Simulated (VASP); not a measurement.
# InSb (I-4m2) in VASP: a series of runs

InSb is run at these levels: PBEsol; tasks: single point.

All numbers are computed with VASP 6.6.1; they aren't measurements. Logs are shortened: lines on timing, memory, paths and dates and some standing lists are left out, and cuts for length are marked.

**1. The cell of the first run**

The structure is tetragonal, space group I-4m2 (No. 119). Conventional cell: a = 4.610 Å, b = 4.610 Å, c = 6.129 Å, α = 90.00°, β = 90.00°, γ = 90.00°. In (site symmetry -4m2) has 4 Sb at 2.77 Å within 3.6 Å. Sb (site symmetry -4m2) has 4 In at 2.77 Å within 3.6 Å.

**2. Single point, PBEsol (strain -0.0600 x Voigt [1, 0, 0, 0, 0, 0])**

INCAR

```
  ALGO = Normal
  EDIFF = 1E-6
  ENCUT = 520
  GGA = PS
  ISIF = 2
  ISMEAR = 0
  LASPH = True
  LCHARG = False
  LREAL = False
  LWAVE = False
  NBANDS = 16
  NELM = 60
  PREC = Accurate
  SIGMA = 0.15
```

KPOINTS

```
k-points
0
Gamma
  16 16 16
```

POSCAR

```
InSb
1.0
    0.0000000000      3.2599290654      3.2599290654
    3.0643333215      0.0000000000      3.2599290654
    3.0643333215      3.2599290654      0.0000000000
In Sb
1 1
Direct
    0.0000000000      0.0000000000      0.0000000000
    0.7500000000      0.7500000000      0.7500000000
```

Potentials or basis: VASP PAW PBE potentials, release 64 (In_d, Sb).

On the command line:

```sh
$ cat potpaw_PBE.64/In_d/POTCAR potpaw_PBE.64/Sb/POTCAR > POTCAR
$ mpirun -np 1 vasp_std > vasp.out
```

OUTCAR:

```text
EDIFF = 1E-6
   ENCUT = 520
   GGA = PS
   ISIF = 2
   ISMEAR = 0
   LASPH = True
   LREAL = False
   NELM = 60
   PREC = Accurate

 ion  position               nearest neighbor table
   1  0.000  0.000  0.000-   2 2.77   2 2.77   2 2.77   2 2.77
   2  0.750  0.750  0.750-   1 2.77   1 2.77   1 2.77   1 2.77

  LATTYP: Found a body centered tetragonal cell.
 ALAT       =     4.6102358967
 C/A-ratio  =     1.3293607486

  Lattice vectors:

 A1 = (  -3.0643333215,   0.0000000000,  -3.2599290654)
 A2 = (  -3.0643333215,   0.0000000000,   3.2599290654)
 A3 = (   3.0643333215,   3.2599290654,   0.0000000000)

Analysis of symmetry for initial positions (statically):
=====================================================================
 Subroutine PRICEL returns:
 Original cell was already a primitive cell.

 Routine SETGRP: Setting up the symmetry group for a
 body centered tetragonal supercell.

 Subroutine GETGRP returns: Found  8 space group operations
 (whereof  8 operations were pure point group operations)
 out of a pool of 16 trial point group operations.

The static configuration has the point symmetry D_2d.

Analysis of symmetry for dynamics (positions and initial velocities):
=====================================================================
 Subroutine PRICEL returns:
 Original cell was already a primitive cell.

 Routine SETGRP: Setting up the symmetry group for a
 body centered tetragonal supercell.

 Subroutine GETGRP returns: Found  8 space group operations
 (whereof  8 operations were pure point group operations)
 out of a pool of 16 trial point group operations.

The dynamic configuration has the point symmetry D_2d.

 Subroutine INISYM returns: Found  8 space group operations
 (whereof  8 operations are pure point group operations),
 and found     1 'primitive' translations

----------------------------------------------------------------------------------------

                                     Primitive cell

  volume of cell :      65.1302

  direct lattice vectors                    reciprocal lattice vectors
     0.000000000  3.259929065  3.259929065    -0.163167628  0.153377570  0.153377570
     3.064333321  0.000000000  3.259929065     0.163167628 -0.153377570  0.153377570
     3.064333321  3.259929065  0.000000000     0.163167628  0.153377570 -0.153377570

  length of vectors
     4.610235897  4.474067078  4.474067078     0.271427768  0.271427768  0.271427768

  position of ions in fractional coordinates (direct lattice)
     0.000000000  0.000000000  0.000000000
     0.750000000  0.750000000  0.750000000

  ion indices of the primitive-cell ions
   primitive index   ion index
                 1           1
                 2           2

----------------------------------------------------------------------------------------

 KPOINTS: k-points

Automatic generation of k-mesh.
 Grid dimensions read from file:
 generate k-points for:   16   16   16

 Generating k-lattice:

  Cartesian coordinates                     Fractional coordinates (reciprocal lattice)
    -0.010197977  0.009586098  0.009586098     0.062500000  0.000000000  0.000000000
     0.010197977 -0.009586098  0.009586098     0.000000000  0.062500000  0.000000000
     0.010197977  0.009586098 -0.009586098     0.000000000  0.000000000  0.062500000

  Length of vectors
     0.016964235  0.016964235  0.016964235

  Shift w.r.t. Gamma in fractional coordinates (k-lattice)
     0.000000000  0.000000000  0.000000000

 Subroutine IBZKPT returns following result:
 ===========================================

 Found    349 irreducible k-points:

 Following reciprocal coordinates:
            Coordinates               Weight
  0.000000  0.000000  0.000000      1.000000
  0.062500  0.000000  0.000000      8.000000
  0.125000  0.000000  0.000000      8.000000
  0.187500  0.000000  0.000000      8.000000
  0.250000  0.000000  0.000000      8.000000
  0.312500  0.000000  0.000000      8.000000
[... 16 lines left out ...]
 -0.125000  0.062500 -0.000000     16.000000
 -0.062500  0.062500 -0.000000      8.000000
 [... further k-points ...]
   k-points           NKPTS =    349   k-points in BZ     NKDIM =    349   number of bands    NBANDS=     16
   number of dos      NEDOS =    301   number of ions     NIONS =      2
   total plane-waves  NPLWV =  46656
   dimension x,y,z NGX =    36 NGY =   36 NGZ =   36
   dimension x,y,z NGXF=    72 NGYF=   72 NGZF=   72
   ions per type =               1   1
   NGX,Y,Z   is equivalent  to a cutoff of  12.98, 13.38, 13.38 a.u.
   NGXF,Y,Z  is equivalent  to a cutoff of  25.96, 26.75, 26.75 a.u.
 SYSTEM =  unknown system
   PREC   = accura    normal or accurate (medium, high low for compatibility)
   ISTART =      0    job   : 0-new  1-cont  2-samecut
   ICHARG =      2    charge: 1-file 2-atom 10-const
   ISPIN  =      1    spin polarized calculation?
   LNONCOLLINEAR =      F non collinear calculations
   LSORBIT =      F    spin-orbit coupling
   LASPH  =      T    aspherical Exc in radial PAW
   ENCUT  =  520.0 eV  38.22 Ry    6.18 a.u.   8.57  8.32  8.32*2*pi/ulx,y,z
   NELM   =     60;   NELMIN=  2; NELMDL= -5     # of ELM steps
   EDIFF  = 0.1E-05   stopping-criterion for ELM
   LREAL  =      F    real-space projection
   EDIFFG = 0.1E-04   stopping-criterion for IOM
   NSW    =      0    number of steps for IOM
   IBRION =     -1    ionic relax: 0-MD 1-quasi-New 2-CG
   NFREE  =      0    steps in history (QN), initial steepest desc. (CG)
   ISIF   =      2    stress and relaxation
   ISYM   =      2    0-nonsym 1-usesym 2-fastsym
   POTIM  = 0.5000    time-step for ionic-motion
   TEBEG  =    0.0;   TEEND  =   0.0 temperature during run
   PSTRESS=    0.0 pullay stress
   NELECT =      18.0000    total number of electrons
   NUPDOWN=      -1.0000    fix difference up-down
   EMIN   =  10.00;   EMAX   =-10.00  energy-range for DOS
   EFERMI =   0.00;   METHOD = LEGACY
   ISMEAR =     0;   SIGMA  =   0.15  broadening in eV -4-tet -1-fermi 0-gaus
   EFERMI_NEDOS =   21; number of points for ismear=-14 and -15
   IALGO  =     38    algorithm
   IMIX   =      4    mixing-type and parameters
     AMIX     =   0.40;   BMIX     =  1.00
     AMIX_MAG =   1.60;   BMIX_MAG =  1.00
  volume/ion in A,a.u.               =      32.57       219.76
  Fermi-wavevector in a.u.,A,eV,Ry     =   1.066363  2.015133 15.471582  1.137129
  Thomas-Fermi vector in A             =   2.201944
   LORBIT       =      0    0 simple, 1 ext, 2 COOP (PROOUT), +10 PAW based schemes
   GGA     = PS    functional components
   LHFCALC =     F    Hartree Fock is set to
   AEXX    =    0.0000 exact exchange contribution
   IVDW    =     0    specifies the selected vdW correction
   LEPSILON=     F    determine dielectric tensor
   LRPA    =     F    only Hartree local field effects (RPA)
 non-spin polarized calculation
 Gauss-broadening in eV      SIGMA  =   0.15
  energy-cutoff  :      520.00
  volume of cell :       65.13
 maximum number of plane-waves:      1773
   NGX = 17   NGY = 17   NGZ = 17

 number of electron      18.0000001 magnetization

 Free energy of the ion-electron system (eV)
  ---------------------------------------------------
  ext. energy  EPLUGINS =         0.00000000
  ---------------------------------------------------
  free energy    TOTEN  =        -7.65038880 eV

  energy without entropy =       -7.65029081  energy(sigma->0) =       -7.65033981

 E-fermi :   5.6433     XC(G=0):  -9.0580

 val. band max:        5.6192635228   @ k =   0.0000   0.0000   0.0000
 cond. band min:       5.9301266203   @ k =   0.5000   0.0000   0.0000
 fundamental gap:      0.3108630975
 Fermi energy:         5.6433044671

 k-point     1 :       0.0000    0.0000    0.0000
  band No.  band energies     occupation
      1      -9.2177      2.00000
      2      -9.2177      2.00000
      3      -9.2064      2.00000
      4      -9.1192      2.00000
      5      -9.1127      2.00000
      6      -5.5975      2.00000
[... 8 lines left out ...]
     15      13.3332      0.00000
     16      13.8186      0.00000

 k-point     2 :       0.0625    0.0000    0.0000
  band No.  band energies     occupation
      1      -9.2189      2.00000
      2      -9.2167      2.00000
      3      -9.2065      2.00000
      4      -9.1194      2.00000
      5      -9.1127      2.00000
      6      -5.5593      2.00000
[... 8 lines left out ...]
     15      12.9751      0.00000
     16      13.4064      0.00000

 k-point     3 :       0.1250    0.0000    0.0000
  band No.  band energies     occupation
      1      -9.2239      2.00000
      2      -9.2138      2.00000
      3      -9.2054      2.00000
      4      -9.1198      2.00000
      5      -9.1125      2.00000
      6      -5.4459      2.00000
[... 8 lines left out ...]
     15      12.6181      0.00000
     16      13.0216      0.00000

 k-point     4 :       0.1875    0.0000    0.0000
  band No.  band energies     occupation
      1      -9.2329      2.00000
      2      -9.2097      2.00000
      3      -9.2021      2.00000
      4      -9.1203      2.00000
      5      -9.1122      2.00000
      6      -5.2623      2.00000
[... 8 lines left out ...]
     15      12.4817      0.00000
     16      12.9751      0.00000

 k-point     5 :       0.2500    0.0000    0.0000
  band No.  band energies     occupation
      1      -9.2440      2.00000
      2      -9.2052      2.00000
      3      -9.1980      2.00000
      4      -9.1207      2.00000
      5      -9.1114      2.00000
      6      -5.0184      2.00000
[... 8 lines left out ...]
     15      12.6293      0.00000
     16      12.9745      0.00000

 k-point     6 :       0.3125    0.0000    0.0000
  band No.  band energies     occupation
      1      -9.2550      2.00000
      2      -9.2011      2.00000
      3      -9.1940      2.00000
      4      -9.1207      2.00000
      5      -9.1101      2.00000
      6      -4.7328      2.00000
[... 8 lines left out ...]
     15      13.0590      0.00000
     16      13.1359      0.00000

 k-point     7 :       0.3750    0.0000    0.0000
  band No.  band energies     occupation
      1      -9.2643      2.00000
      2      -9.1980      2.00000
      3      -9.1908      2.00000
      4      -9.1205      2.00000
      5      -9.1086      2.00000
      6      -4.4405      2.00000
[... 8 lines left out ...]
     15      13.5888      0.00000
     16      13.7022      0.00000

 k-point     8 :       0.4375    0.0000    0.0000
  band No.  band energies     occupation
      1      -9.2705      2.00000
      2      -9.1961      2.00000
      3      -9.1888      2.00000
      4      -9.1202      2.00000
      5      -9.1075      2.00000
      6      -4.2040      2.00000
[... 8 lines left out ...]
     15      14.2057      0.00000
     16      14.4501      0.00000

 k-point     9 :       0.5000    0.0000    0.0000
  band No.  band energies     occupation
      1      -9.2727      2.00000
      2      -9.1955      2.00000
      3      -9.1882      2.00000
      4      -9.1200      2.00000
      5      -9.1070      2.00000
      6      -4.1093      2.00000
[... 8 lines left out ...]
     15      14.5290      0.00000
     16      14.9389      0.00000
[... 172 lines left out ...]
 k-point    19 :      -0.3750    0.0625   -0.0000
  band No.  band energies     occupation
      1      -9.2680      2.00000
      2      -9.1959      2.00000
      3      -9.1896      2.00000
      4      -9.1212      2.00000
      5      -9.1080      2.00000
      6      -4.3184      2.00000
[... 8 lines left out ...]
     15      13.4475      0.00000
     16      14.6667      0.00000

 k-point    20 :      -0.3125    0.0625   -0.0000
  band No.  band energies     occupation
      1      -9.2599      2.00000
      2      -9.1984      2.00000
      3      -9.1927      2.00000
      4      -9.1218      2.00000
      5      -9.1091      2.00000
      6      -4.5982      2.00000
[... 8 lines left out ...]
     15      12.8645      0.00000
     16      13.9868      0.00000

 k-point    21 :      -0.2500    0.0625    0.0000
  band No.  band energies     occupation
      1      -9.2495      2.00000
      2      -9.2018      2.00000
      3      -9.1969      2.00000
      4      -9.1219      2.00000
      5      -9.1103      2.00000
      6      -4.8899      2.00000
[... 8 lines left out ...]
     15      12.5850      0.00000
     16      13.4223      0.00000

 k-point    22 :      -0.1875    0.0625   -0.0000
  band No.  band energies     occupation
      1      -9.2383      2.00000
      2      -9.2059      2.00000
      3      -9.2016      2.00000
      4      -9.1215      2.00000
      5      -9.1113      2.00000
      6      -5.1501      2.00000
[... 8 lines left out ...]
     15      12.5907      0.00000
     16      13.1326      0.00000

 k-point    23 :      -0.1250    0.0625   -0.0000
  band No.  band energies     occupation
      1      -9.2283      2.00000
      2      -9.2100      2.00000
      3      -9.2057      2.00000
      4      -9.1208      2.00000
      5      -9.1119      2.00000
      6      -5.3556      2.00000
[... 8 lines left out ...]
     15      12.4282      0.00000
     16      13.2086      0.00000

 k-point    24 :      -0.0625    0.0625   -0.0000
  band No.  band energies     occupation
      1      -9.2213      2.00000
      2      -9.2138      2.00000
      3      -9.2076      2.00000
      4      -9.1200      2.00000
      5      -9.1123      2.00000
      6      -5.4942      2.00000
[... 8 lines left out ...]
     15      12.6641      0.00000
     16      13.5437      0.00000

 [... further k-points ...]

------------------------ aborting loop because EDIFF is reached ----------------------------------------

  FORCE on cell =-STRESS in cart. coord.  units (eV):
  Direction    XX          YY          ZZ          XY          YZ          ZX
  --------------------------------------------------------------------------------------
  -------------------------------------------------------------------------------------
  Total        1.6043741      1.0254981      1.0254981      0.0000000      0.0000000     -0.0000000
  in kB       39.4669819     25.2268560     25.2268560      0.0000000      0.0000000     -0.0000000
  external PRESSURE =      29.9735646 kB  Pullay stress =       0.0000000 kB

 VOLUME and BASIS-vectors are now :
 -----------------------------------------------------------------------------
  energy-cutoff  :      520.00
  volume of cell :       65.13
      direct lattice vectors                 reciprocal lattice vectors
     0.000000000  3.259929065  3.259929065    -0.163167628  0.153377570  0.153377570
     3.064333321  0.000000000  3.259929065     0.163167628 -0.153377570  0.153377570
     3.064333321  3.259929065  0.000000000     0.163167628  0.153377570 -0.153377570

 POSITION                                       TOTAL-FORCE (eV/Angst)
 -----------------------------------------------------------------------------------
      0.00000      0.00000      0.00000         0.000000      0.000000      0.000000
      4.59650      4.88989      4.88989        -0.000000     -0.000000     -0.000000
 -----------------------------------------------------------------------------------
    total drift:                                0.000000     -0.000000      0.000000

  FREE ENERGIE OF THE ION-ELECTRON SYSTEM (eV)
  ---------------------------------------------------
  free  energy   TOTEN  =        -7.6503888008 eV

  energy  without entropy=       -7.6502908119  energy(sigma->0) =       -7.65033981
```

Run time: 3.8 min. Hardware: 1 thread of Intel Xeon Platinum 8488C (Sapphire Rapids), shared host; peak memory 0.49 GiB.

Results:

* Free energy: -7.6504 eV
* Pressure: 3.0 GPa
* Band gap on the k mesh: 0.16 eV (least direct gap 0.22 eV)

Caveat: the cell differs from its parent crystal (strain -0.0600 x Voigt [1, 0, 0, 0, 0, 0]); semilocal functionals underestimate gaps, and a narrow one can read as zero; the PAW data sets were made with another functional, which shifts forces and pressure a little; spin-orbit coupling is left out, which moves the levels of the heavy elements. A k mesh can miss the band edges.

**3. Single point, PBEsol (strain -0.0300 x Voigt [1, 0, 0, 0, 0, 0])**

INCAR

```
SYSTEM = InSb
PREC     = Accurate       ! precision mode
ENCUT    = 520            ! plane-wave cutoff, eV
EDIFF    = 1E-7           ! SCF threshold, eV
ISMEAR   = 0              ! smearing method
SIGMA    = 0.15           ! smearing width, eV
LREAL    = .False.        ! projectors in reciprocal space
LASPH    = .True.         ! aspherical terms in the spheres
NELM     = 80             ! most SCF steps
ALGO     = Normal         ! electronic algorithm
ISIF     = 2              ! what is computed and relaxed
LWAVE    = .False.        ! write WAVECAR
LCHARG   = .False.        ! write CHGCAR
GGA      = PS             ! functional
NBANDS   = 16             ! bands
```

KPOINTS

```
regular mesh
0
Gamma
  16 16 16
  0 0 0
```

POSCAR

```
InSb
1.0
    0.0000000000      3.2599290654      3.2599290654
    3.1621311934      0.0000000000      3.2599290654
    3.1621311934      3.2599290654      0.0000000000
In Sb
1 1
Direct
    0.0000000000      0.0000000000      0.0000000000
    0.7500000000      0.7500000000      0.7500000000
```

Potentials or basis: VASP PAW PBE potentials, release 64 (In_d, Sb).

On the command line:

```sh
$ cat potpaw_PBE.64/In_d/POTCAR potpaw_PBE.64/Sb/POTCAR > POTCAR
$ mpirun -np 1 vasp_std > vasp.out
```

It took 3.5 min on 1 thread of Intel Xeon Platinum 8488C (Sapphire Rapids), shared host; peak memory 0.51 GiB.

The run converged. Its results:

- Free energy: -7.6886 eV
- Pressure: 1.4 GPa
- Band gap on the k mesh: 0.11 eV (least direct gap 0.15 eV)

Stress tensor (GPa, compression positive):
```
1.91 0.00 0.00
0.00 1.13 0.00
0.00 0.00 1.13
```

Levels at points of the mesh, in eV from the valence-band top:
```
           k point  band 6  band 7  band 8  band 9  band 10  band 11  band 12  band 13
(0.00, 0.00, 0.00)  -10.81   -0.19   -0.04   -0.04     0.11     2.90     2.97     2.97
(0.50, 0.00, 0.00)   -9.41   -5.70   -1.12   -0.92     0.49     3.71     3.88     5.97
(0.50, 0.50, 0.00)   -8.81   -6.03   -2.26   -2.24     1.30     1.34     8.09     8.22
(0.00, 0.50, 0.50)   -8.72   -5.90   -2.41   -2.41     1.12     1.15     8.21     8.21
```

Caveat: the cell differs from its parent crystal (strain -0.0300 x Voigt [1, 0, 0, 0, 0, 0]); the smearing spreads over this small gap; semilocal functionals underestimate gaps, and a narrow one can read as zero; the PAW data sets were made with another functional, which shifts forces and pressure a little; spin-orbit coupling is left out, which moves the levels of the heavy elements.

The gap in the log of VASP goes by the Fermi energy; the results here count the filled bands.